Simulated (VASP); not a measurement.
# Mg3SeO (Pm-3m) in VASP: further runs

The runs below take Mg3SeO through single point, relaxation of cell and atoms, with PBE.

Program: VASP 6.6.1. These are calculated values, not measurements. Logs are shortened: lines on timing, memory, paths and dates and some standing lists are left out, and cuts for length are marked.

## (1) The cell of the first run

Symmetry: Pm-3m, No. 221, cubic system. The conventional cell has a = 4.495 Å, b = 4.495 Å, c = 4.495 Å, α = 90.00°, β = 90.00°, γ = 90.00°. Mg (site symmetry 4/mmm) has 2 O at 2.25 Å within 3.0 Å. Se (site symmetry m-3m) has 12 Mg at 3.18 Å and 8 O at 3.89 Å within 4.2 Å. O (site symmetry m-3m) has 6 Mg at 2.25 Å within 3.0 Å.

## (2) Single point, PBE

INCAR

```
SYSTEM = Mg3SeO
PREC = Accurate
ENCUT = 520
EDIFF = 1E-6
ISMEAR = 0
SIGMA = 0.1
LREAL = .False.
LASPH = .True.
NELM = 60
ALGO = Normal
ISIF = 2
LWAVE = .False.
LCHARG = .False.
GGA = PE
NBANDS = 17
```

KPOINTS

```
regular mesh
0
Gamma
  4 4 4
  0 0 0
```

POSCAR

```
Mg3SeO
1.0
    4.4949898600      0.0000000000      0.0000000000
    0.0000000000      4.4949898600      0.0000000000
    0.0000000000      0.0000000000      4.4949898600
Mg Se O
3 1 1
Direct
    0.0000000000      0.5000000000      0.5000000000
    0.5000000000      0.0000000000      0.5000000000
    0.5000000000      0.5000000000      0.0000000000
    0.0000000000      0.0000000000      0.0000000000
    0.5000000000      0.5000000000      0.5000000000
```

Potentials or basis: VASP PAW PBE potentials, release 64 (Mg, Se, O).

On the command line:

```
> cat potpaw_PBE.64/Mg/POTCAR potpaw_PBE.64/Se/POTCAR potpaw_PBE.64/O/POTCAR > POTCAR
> mpirun -np 1 vasp_std > vasp.out
```

OUTCAR:

```text
SYSTEM = Mg3SeO
   PREC = Accurate
   ENCUT = 520
   EDIFF = 1E-6
   ISMEAR = 0
   LREAL = .False.
   LASPH = .True.
   NELM = 60
   ISIF = 2
   GGA = PE

 ion  position               nearest neighbor table
   1  0.000  0.500  0.500-   5 2.25   5 2.25   4 3.18   2 3.18   3 3.18   4 3.18   2 3.18   4 3.18
                             4 3.18   2 3.18   3 3.18   3 3.18   3 3.18   2 3.18
   2  0.500  0.000  0.500-   5 2.25   5 2.25   4 3.18   1 3.18   3 3.18   4 3.18   1 3.18   3 3.18
                             3 3.18   3 3.18   1 3.18   4 3.18   4 3.18   1 3.18
   3  0.500  0.500  0.000-   5 2.25   5 2.25   4 3.18   1 3.18   1 3.18   2 3.18   2 3.18   2 3.18
                             4 3.18   2 3.18   1 3.18   4 3.18   1 3.18   4 3.18
   4  0.000  0.000  0.000-   1 3.18   2 3.18   3 3.18   1 3.18   2 3.18   1 3.18   3 3.18   1 3.18
                             2 3.18   3 3.18   2 3.18   3 3.18
   5  0.500  0.500  0.500-   1 2.25   2 2.25   3 2.25   3 2.25   2 2.25   1 2.25

  LATTYP: Found a simple cubic cell.
 ALAT       =     4.4949898600

  Lattice vectors:

 A1 = (   4.4949898600,   0.0000000000,   0.0000000000)
 A2 = (   0.0000000000,   4.4949898600,   0.0000000000)
 A3 = (   0.0000000000,   0.0000000000,   4.4949898600)

Analysis of symmetry for initial positions (statically):
=====================================================================
 Subroutine PRICEL returns:
 Original cell was already a primitive cell.

 Routine SETGRP: Setting up the symmetry group for a
 simple cubic supercell.

 Subroutine GETGRP returns: Found 48 space group operations
 (whereof 48 operations were pure point group operations)
 out of a pool of 48 trial point group operations.

The static configuration has the point symmetry O_h .

Analysis of symmetry for dynamics (positions and initial velocities):
=====================================================================
 Subroutine PRICEL returns:
 Original cell was already a primitive cell.

 Routine SETGRP: Setting up the symmetry group for a
 simple cubic supercell.

 Subroutine GETGRP returns: Found 48 space group operations
 (whereof 48 operations were pure point group operations)
 out of a pool of 48 trial point group operations.

The dynamic configuration has the point symmetry O_h .

 Subroutine INISYM returns: Found 48 space group operations
 (whereof 48 operations are pure point group operations),
 and found     1 'primitive' translations

----------------------------------------------------------------------------------------

                                     Primitive cell

  volume of cell :      90.8210

  direct lattice vectors                    reciprocal lattice vectors
     4.494989860  0.000000000  0.000000000     0.222469912  0.000000000  0.000000000
     0.000000000  4.494989860  0.000000000     0.000000000  0.222469912  0.000000000
     0.000000000  0.000000000  4.494989860     0.000000000  0.000000000  0.222469912

  length of vectors
     4.494989860  4.494989860  4.494989860     0.222469912  0.222469912  0.222469912

  position of ions in fractional coordinates (direct lattice)
     0.000000000  0.500000000  0.500000000
     0.500000000  0.000000000  0.500000000
     0.500000000  0.500000000  0.000000000
     0.000000000  0.000000000  0.000000000
     0.500000000  0.500000000  0.500000000

  ion indices of the primitive-cell ions
   primitive index   ion index
                 1           1
                 2           2
                 3           3
                 4           4
                 5           5

----------------------------------------------------------------------------------------

 KPOINTS: regular mesh

Automatic generation of k-mesh.
 Grid dimensions read from file:
 generate k-points for:    4    4    4

 Generating k-lattice:

  Cartesian coordinates                     Fractional coordinates (reciprocal lattice)
     0.055617478  0.000000000  0.000000000     0.250000000  0.000000000  0.000000000
     0.000000000  0.055617478  0.000000000     0.000000000  0.250000000  0.000000000
     0.000000000  0.000000000  0.055617478     0.000000000  0.000000000  0.250000000

  Length of vectors
     0.055617478  0.055617478  0.055617478

  Shift w.r.t. Gamma in fractional coordinates (k-lattice)
     0.000000000  0.000000000  0.000000000

 Subroutine IBZKPT returns following result:
 ===========================================

 Found     10 irreducible k-points:

 Following reciprocal coordinates:
            Coordinates               Weight
  0.000000  0.000000  0.000000      1.000000
  0.250000  0.000000  0.000000      6.000000
  0.500000  0.000000  0.000000      3.000000
  0.250000  0.250000  0.000000     12.000000
  0.500000  0.250000  0.000000     12.000000
  0.500000  0.500000  0.000000      3.000000
  0.250000  0.250000  0.250000      8.000000
  0.500000  0.250000  0.250000     12.000000
  0.500000  0.500000  0.250000      6.000000
  0.500000  0.500000  0.500000      1.000000
   k-points           NKPTS =     10   k-points in BZ     NKDIM =     10   number of bands    NBANDS=     17
   number of dos      NEDOS =    301   number of ions     NIONS =      5
   total plane-waves  NPLWV =  46656
   dimension x,y,z NGX =    36 NGY =   36 NGZ =   36
   dimension x,y,z NGXF=    72 NGYF=   72 NGZF=   72
   ions per type =               3   1   1
   NGX,Y,Z   is equivalent  to a cutoff of  13.31, 13.31, 13.31 a.u.
   NGXF,Y,Z  is equivalent  to a cutoff of  26.63, 26.63, 26.63 a.u.
 SYSTEM =  Mg3SeO
   PREC   = accura    normal or accurate (medium, high low for compatibility)
   ISTART =      0    job   : 0-new  1-cont  2-samecut
   ICHARG =      2    charge: 1-file 2-atom 10-const
   ISPIN  =      1    spin polarized calculation?
   LNONCOLLINEAR =      F non collinear calculations
   LSORBIT =      F    spin-orbit coupling
   LASPH  =      T    aspherical Exc in radial PAW
   ENCUT  =  520.0 eV  38.22 Ry    6.18 a.u.   8.36  8.36  8.36*2*pi/ulx,y,z
   NELM   =     60;   NELMIN=  2; NELMDL= -5     # of ELM steps
   EDIFF  = 0.1E-05   stopping-criterion for ELM
   LREAL  =      F    real-space projection
   EDIFFG = 0.1E-04   stopping-criterion for IOM
   NSW    =      0    number of steps for IOM
   IBRION =     -1    ionic relax: 0-MD 1-quasi-New 2-CG
[... 14 lines left out ...]
     AMIX     =   0.40;   BMIX     =  1.00
     AMIX_MAG =   1.60;   BMIX_MAG =  1.00
  volume/ion in A,a.u.               =      18.16       122.58
  Fermi-wavevector in a.u.,A,eV,Ry     =   0.954488  1.803720 12.395541  0.911047
  Thomas-Fermi vector in A             =   2.083239
   LORBIT       =      0    0 simple, 1 ext, 2 COOP (PROOUT), +10 PAW based schemes
   GGA     = PE    functional components
   LHFCALC =     F    Hartree Fock is set to
   AEXX    =    0.0000 exact exchange contribution
   IVDW    =     0    specifies the selected vdW correction
   LEPSILON=     F    determine dielectric tensor
   LRPA    =     F    only Hartree local field effects (RPA)
 non-spin polarized calculation
 Gauss-broadening in eV      SIGMA  =   0.10
  energy-cutoff  :      520.00
  volume of cell :       90.82
 maximum number of plane-waves:      2469
 NGX is ok and might be reduce to    36
   NGX = 17   NGY = 17   NGZ = 17

 number of electron      17.9999998 magnetization

 Free energy of the ion-electron system (eV)
  ---------------------------------------------------
  ext. energy  EPLUGINS =         0.00000000
  ---------------------------------------------------
  free energy    TOTEN  =       -18.13085711 eV

  energy without entropy =      -18.10628482  energy(sigma->0) =      -18.11857097

 E-fermi :   4.6513     XC(G=0):  -9.2985

 val. band max:        4.6199741622   @ k =   0.0000   0.0000   0.0000
 cond. band min:       4.8568048638   @ k =   0.2500   0.2500   0.2500
 fundamental gap:      0.2368307016
 Fermi energy:         4.6512712442

 k-point     1 :       0.0000    0.0000    0.0000
  band No.  band energies     occupation
      1     -14.9997      2.00000
      2      -9.3824      2.00000
      3      -1.2651      2.00000
      4      -1.2651      2.00000
      5      -1.2651      2.00000
      6       1.2914      2.00000
[... 9 lines left out ...]
     16       9.9122      0.00000
     17       9.9122      0.00000

 k-point     2 :       0.2500    0.0000    0.0000
  band No.  band energies     occupation
      1     -14.9788      2.00000
      2      -9.3273      2.00000
      3      -1.5097      2.00000
      4      -1.1430      2.00000
      5      -1.1430      2.00000
      6      -0.4391      2.00000
[... 9 lines left out ...]
     16       9.7121      0.00000
     17       9.7121      0.00000

 k-point     3 :       0.5000    0.0000    0.0000
  band No.  band energies     occupation
      1     -14.9577      2.00000
      2      -9.2701      2.00000
      3      -1.5958      2.00000
      4      -1.3453      2.00000
      5      -1.0019      2.00000
      6      -1.0019      2.00000
[... 9 lines left out ...]
     16       9.4009      0.00000
     17      10.4673      0.00000

 k-point     4 :       0.2500    0.2500    0.0000
  band No.  band energies     occupation
      1     -14.9595      2.00000
      2      -9.2616      2.00000
      3      -1.8406      2.00000
      4      -1.4483      2.00000
      5      -1.0575      2.00000
      6      -0.3337      2.00000
[... 9 lines left out ...]
     16       9.8233      0.00000
     17      11.0719      0.00000

 k-point     5 :       0.5000    0.2500    0.0000
  band No.  band energies     occupation
      1     -14.9399      2.00000
      2      -9.1927      2.00000
      3      -2.0052      2.00000
      4      -1.9577      2.00000
      5      -0.9650      2.00000
      6      -0.1482      2.00000
[... 9 lines left out ...]
     16       9.6182      0.00000
     17      11.5085      0.00000

 k-point     6 :       0.5000    0.5000    0.0000
  band No.  band energies     occupation
      1     -14.9220      2.00000
      2      -9.1109      2.00000
      3      -2.3335      2.00000
      4      -2.3335      2.00000
      5      -0.9270      2.00000
      6       0.5507      2.00000
[... 9 lines left out ...]
     16      10.6048      0.00000
     17      11.4941      0.00000

 k-point     7 :       0.2500    0.2500    0.2500
  band No.  band energies     occupation
      1     -14.9411      2.00000
      2      -9.1941      2.00000
      3      -1.6620      2.00000
      4      -1.6177      2.00000
      5      -1.6177      2.00000
      6       0.2185      2.00000
[... 9 lines left out ...]
     16      10.6231      0.00000
     17      10.7853      0.00000

 k-point     8 :       0.5000    0.2500    0.2500
  band No.  band energies     occupation
      1     -14.9224      2.00000
      2      -9.1233      2.00000
      3      -1.9541      2.00000
      4      -1.9485      2.00000
      5      -1.3079      2.00000
      6       0.1037      2.00000
[... 9 lines left out ...]
     16      10.8468      0.00000
     17      11.0155      0.00000

 k-point     9 :       0.5000    0.5000    0.2500
  band No.  band energies     occupation
      1     -14.9049      2.00000
      2      -9.0504      2.00000
      3      -2.0511      2.00000
      4      -2.0511      2.00000
      5      -1.2925      2.00000
      6       0.1418      2.00000
[... 9 lines left out ...]
     16      12.1925      0.00000
     17      12.1925      0.00000

 k-point    10 :       0.5000    0.5000    0.5000
  band No.  band energies     occupation
      1     -14.8880      2.00000
      2      -8.9874      2.00000
      3      -1.5937      2.00000
      4      -1.5937      2.00000
      5      -1.5937      2.00000
      6      -0.4515      2.00000
[... 9 lines left out ...]
     16      11.8777      0.00000
     17      14.4007      0.00000

------------------------ aborting loop because EDIFF is reached ----------------------------------------

  FORCE on cell =-STRESS in cart. coord.  units (eV):
  Direction    XX          YY          ZZ          XY          YZ          ZX
  --------------------------------------------------------------------------------------
  -------------------------------------------------------------------------------------
  Total       -1.8233104     -1.8233104     -1.8233104      0.0000000      0.0000000      0.0000000
  in kB      -32.1651103    -32.1651103    -32.1651103      0.0000000      0.0000000      0.0000000
  external PRESSURE =     -32.1651103 kB  Pullay stress =       0.0000000 kB

 VOLUME and BASIS-vectors are now :
 -----------------------------------------------------------------------------
  energy-cutoff  :      520.00
  volume of cell :       90.82
      direct lattice vectors                 reciprocal lattice vectors
     4.494989860  0.000000000  0.000000000     0.222469912  0.000000000  0.000000000
     0.000000000  4.494989860  0.000000000     0.000000000  0.222469912  0.000000000
     0.000000000  0.000000000  4.494989860     0.000000000  0.000000000  0.222469912

 POSITION                                       TOTAL-FORCE (eV/Angst)
 -----------------------------------------------------------------------------------
      0.00000      2.24749      2.24749         0.000000      0.000000      0.000000
      2.24749      0.00000      2.24749         0.000000      0.000000      0.000000
      2.24749      2.24749      0.00000         0.000000      0.000000      0.000000
      0.00000      0.00000      0.00000         0.000000      0.000000      0.000000
      2.24749      2.24749      2.24749         0.000000      0.000000      0.000000
 -----------------------------------------------------------------------------------
    total drift:                                0.000000      0.000000      0.000000

  FREE ENERGIE OF THE ION-ELECTRON SYSTEM (eV)
  ---------------------------------------------------
  free  energy   TOTEN  =       -18.1308571130 eV

  energy  without entropy=      -18.1062848228  energy(sigma->0) =      -18.11857097
```

Wall time 15 s (1 thread of Intel Xeon Platinum 8375C at 2.90GHz (Ice Lake), shared host); peak memory 0.2 GiB.

What came out:

- Free energy: -18.1309 eV
- Pressure: -3.2 GPa
- Band gap on the k mesh: zero (band 9 reaches 5.42 eV, above the bottom of band 10 at 4.53 eV)

## (3) Single point, PBE

This run uses another cell than the first one, of 17.46 Å³/atom, 0.961 times its volume.

INCAR

```
PREC     = Accurate       # precision mode
ENCUT    = 520            # plane-wave cutoff, eV
EDIFF    = 1E-6           # SCF threshold, eV
ISMEAR   = 0              # smearing method
SIGMA    = 0.1            # smearing width, eV
LREAL    = F              # projectors in reciprocal space
LASPH    = T              # aspherical terms in the spheres
NELM     = 60             # most SCF steps
ALGO     = Normal         # electronic algorithm
ISIF     = 2              # what is computed and relaxed
LWAVE    = F              # write WAVECAR
LCHARG   = T              # write CHGCAR
GGA      = PE             # functional
LELF     = T              # ELF
LVHAR    = T            
NBANDS   = 17             # bands
```

KPOINTS

```
regular mesh
0
Gamma
  8 8 8
```

POSCAR, as its differences from that of step 2:

```diff
@@ -2,5 +2,5 @@
 1.0
-    4.4949898600      0.0000000000      0.0000000000
-    0.0000000000      4.4949898600      0.0000000000
-    0.0000000000      0.0000000000      4.4949898600
+    4.4365367043      0.0000000000      0.0000000000
+    0.0000000000      4.4365367043      0.0000000000
+    0.0000000000      0.0000000000      4.4365367043
 Mg Se O
```

Potentials or basis: VASP PAW PBE potentials, release 64 (Mg, Se, O).

On the command line:

```
> cat potpaw_PBE.64/Mg/POTCAR potpaw_PBE.64/Se/POTCAR potpaw_PBE.64/O/POTCAR > POTCAR
> mpirun -np 1 vasp_std > vasp.out
```

Wall time 41 s (1 thread of Intel Xeon Platinum 8375C at 2.90GHz (Ice Lake), shared host); peak memory 0.23 GiB.

It converged, with:

* Free energy: -18.1595 eV
* Pressure: -0.3 GPa
* Band gap on the k mesh: zero (band 9 reaches 5.77 eV, above the bottom of band 10 at 4.84 eV)

Levels at points of the mesh, in eV from the Fermi level:
| k point | band 7 | band 8 | band 9 | band 10 | band 11 | band 12 |
| --- | --- | --- | --- | --- | --- | --- |
| (0.00, 0.00, 0.00) | -3.60 | -3.60 | -3.15 | -0.25 | -0.25 | 4.84 |
| (0.50, 0.00, 0.00) | -3.88 | -3.88 | -0.38 | 0.93 | 1.82 | 2.66 |
| (0.50, 0.50, 0.00) | -4.39 | -3.56 | -1.48 | -0.30 | 2.03 | 2.03 |
| (0.50, 0.50, 0.50) | -5.44 | -5.44 | 0.62 | 0.62 | 0.62 | 2.90 |

## (4) Relaxation of cell and atoms, PBE

INCAR

```
PREC     = Accurate       # precision mode
ENCUT    = 600            # plane-wave cutoff, eV
EDIFF    = 1E-6           # SCF threshold, eV
ISMEAR   = 0              # smearing method
SIGMA    = 0.1            # smearing width, eV
LREAL    = False          # projectors in reciprocal space
LASPH    = True           # aspherical terms in the spheres
NELM     = 60             # most SCF steps
ALGO     = Normal         # electronic algorithm
ISIF     = 3              # what is computed and relaxed
LWAVE    = False          # write WAVECAR
LCHARG   = False          # write CHGCAR
GGA      = PE             # functional
IBRION   = 2              # ionic algorithm
NSW      = 100            # ionic steps
EDIFFG   = -0.01          # ionic threshold
```

KPOINTS

```
Automatic mesh
0
Gamma
  8 8 8
```

POSCAR, as its differences from that of step 3:

```diff
@@ -2,5 +2,5 @@
 1.0
-    4.4365367043      0.0000000000      0.0000000000
-    0.0000000000      4.4365367043      0.0000000000
-    0.0000000000      0.0000000000      4.4365367043
+    4.4949898600      0.0000000000      0.0000000000
+    0.0000000000      4.4949898600      0.0000000000
+    0.0000000000      0.0000000000      4.4949898600
 Mg Se O
```

On the command line:

```
> cat potpaw_PBE.64/Mg/POTCAR potpaw_PBE.64/Se/POTCAR potpaw_PBE.64/O/POTCAR > POTCAR
> mpirun -np 1 vasp_std > vasp.out
```

It took 48 s on 1 thread of AMD EPYC 9R45 (Zen 5), shared host; peak memory 0.22 GiB.

It converged, with:

- Free energy: -18.1639 eV
- Relaxed volume: 17.38 Å³/atom
- Relaxed cell: a = 4.429 Å, b = 4.429 Å, c = 4.429 Å, α = 90.00°, β = 90.00°, γ = 90.00°
- Space group after relaxing (to 0.05 Å): Pm-3m (No. 221)
- Energy gained by relaxing: 6.4 meV/atom
- Ionic steps: 3
- Pressure after relaxing: 0.0 GPa
- Band gap on the k mesh: zero (band 9 reaches 5.81 eV, above the bottom of band 10 at 4.89 eV)

Step by step:
```tsv
step	energy change (eV)	largest force (eV/Å)	pressure (GPa)	volume (Å³)
1	0.0000	0.0000	-2.51	90.82
2	-0.0320	0.0000	-0.19	87.14
3	-0.0322	0.0000	-0.01	86.88
```

Final structure:
```cif
data_structure
_symmetry_space_group_name_H-M 'P 1'
_symmetry_Int_Tables_number 1
_cell_length_a 4.4290
_cell_length_b 4.4290
_cell_length_c 4.4290
_cell_angle_alpha 90.000
_cell_angle_beta 90.000
_cell_angle_gamma 90.000
_cell_volume 86.88
loop_
_atom_site_label
_atom_site_type_symbol
_atom_site_fract_x
_atom_site_fract_y
_atom_site_fract_z
_atom_site_occupancy
Mg1 Mg 0.00000 0.50000 0.50000 1
Mg2 Mg 0.50000 0.00000 0.50000 1
Mg3 Mg 0.50000 0.50000 0.00000 1
Se1 Se 0.00000 0.00000 0.00000 1
O1 O 0.50000 0.50000 0.50000 1
```

Levels at points of the mesh, in eV from the Fermi level:
```tsv
k point	band 6	band 7	band 8	band 9	band 10	band 11	band 12	band 13
(0.00, 0.00, 0.00)	-3.62	-3.62	-3.62	-3.14	-0.26	-0.26	4.83	4.83
(0.50, 0.00, 0.00)	-6.04	-3.90	-3.90	-0.38	0.91	1.84	2.67	2.80
(0.50, 0.50, 0.00)	-4.42	-4.42	-3.58	-1.48	-0.31	2.02	2.02	3.56
(0.50, 0.50, 0.50)	-5.47	-5.47	-5.47	0.62	0.62	0.62	2.91	4.32
```

## (5) Summary

| task | cell | k mesh | cutoff (eV) | gap on the mesh (eV) | pressure (GPa) |
| --- | --- | --- | --- | --- | --- |
| single point | a = 4.495 Å, 5 atoms | 4 × 4 × 4 | 520 | none | -3.2 |
| single point | a = 4.437 Å, 5 atoms | 8 × 8 × 8 | 520 | none | -0.3 |
| relaxation of cell and atoms | relaxed from a = 4.495 Å, 5 atoms | 8 × 8 × 8 | 600 | none | 0.0 |

Alike in all rows: level PBE; potentials or basis VASP PAW PBE potentials, release 64 (Mg, Se, O); no spin polarisation; smearing gaussian 0.1 eV.

Total energies depend on the potentials used, so only differences within one code and one set of settings carry meaning.
